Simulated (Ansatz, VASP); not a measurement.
**LaNb4O: VASP beside Ansatz**

Contents of INCAR:

```
ALGO = Normal ; EDIFF = 1E-6
EDIFFG = -0.04 ; ENCUT = 600
GGA = PE ; IBRION = 2
ISIF = 3 ; ISMEAR = 0
LASPH = True ; LCHARG = False
LREAL = False ; LWAVE = False
NELM = 100 ; NSW = 90
PREC = Accurate ; SIGMA = 0.1
```

KPOINTS

```
k-points
0
Gamma
  4 4 4
```

File POSCAR:

```
LaNb4O
1.0
    0.0000000000      3.6117135200      3.6117135200
    3.6117135200      0.0000000000      3.6117135200
    3.6117135200      3.6117135200      0.0000000000
La Nb O
1 4 1
Direct
    0.7500000000      0.7500000000      0.7500000000
    0.3748620500      0.3748620500      0.8754138400
    0.8754138400      0.3748620500      0.3748620500
    0.3748620500      0.3748620500      0.3748620500
    0.3748620500      0.8754138400      0.3748620500
    0.0000000000      0.0000000000      0.0000000000
```

Input for Ansatz:

```yaml
crystal:
  lattice:
    - [0.0, 3.61171352, 3.61171352]
    - [3.61171352, 0.0, 3.61171352]
    - [3.61171352, 3.61171352, 0.0]
  atoms:
    - { symbol: La, position: [0.75, 0.75, 0.75] }
    - { symbol: Nb, position: [0.37486205, 0.37486205, 0.87541384] }
    - { symbol: Nb, position: [0.87541384, 0.37486205, 0.37486205] }
    - { symbol: Nb, position: [0.37486205, 0.37486205, 0.37486205] }
    - { symbol: Nb, position: [0.37486205, 0.87541384, 0.37486205] }
    - { symbol: O, position: [0.0, 0.0, 0.0] }
basis:
  ecutwfc: 420
kpoints:
  mp_grid: { grid: [4, 4, 4] }
hamiltonian:
  xc: pbe
scf:
  occupations: { method: gaussian, width: 0.1 }
  lower_state_search: "off"
output:
  forces: true
  stress: true
  eigenvalues: true
relax:
  adjacent_minimum: "off"
  f_tol: 0.04
  max_steps: 70
  cell: { stress_tol: 0.4 }
```

Change from the starting cell: species swapped into the TmInCu4 type (F-43m, No. 216).

Alike in both runs: task relaxation of cell and atoms; functional PBE; k mesh 4 × 4 × 4; occupations gaussian, width 0.1 eV; no spin polarisation.

```csv
,VASP,Ansatz
version,VASP 6.6.1,Ansatz 0.2.0
potentials or method,"VASP PAW PBE potentials, release 64 (La, Nb_sv, O), cutoff 600 eV","scalar-relativistic, plane waves, PAW"
valence electrons in the cell,69,69
```

|  | VASP | Ansatz | Ansatz less VASP |
| --- | --- | --- | --- |
| gap on the k mesh at the Fermi level, each at its own relaxed structure (eV) | none | none | - |
| relaxed volume (Å³/atom) | 20.89 | 20.91 | +0.024 |
| relaxed cell length with the largest relative difference (Å) | 5.617 | 5.619 | +0.0022 |

A gap of «none» marks a metal or a gap that the smearing closes.

The k mesh is coarse, so the values compare programs but aren't converged. Neither program's run includes spin-orbit coupling. Noted on VASP's run: the volume moved by over 15 % at a fixed basis, so the end points are rough.
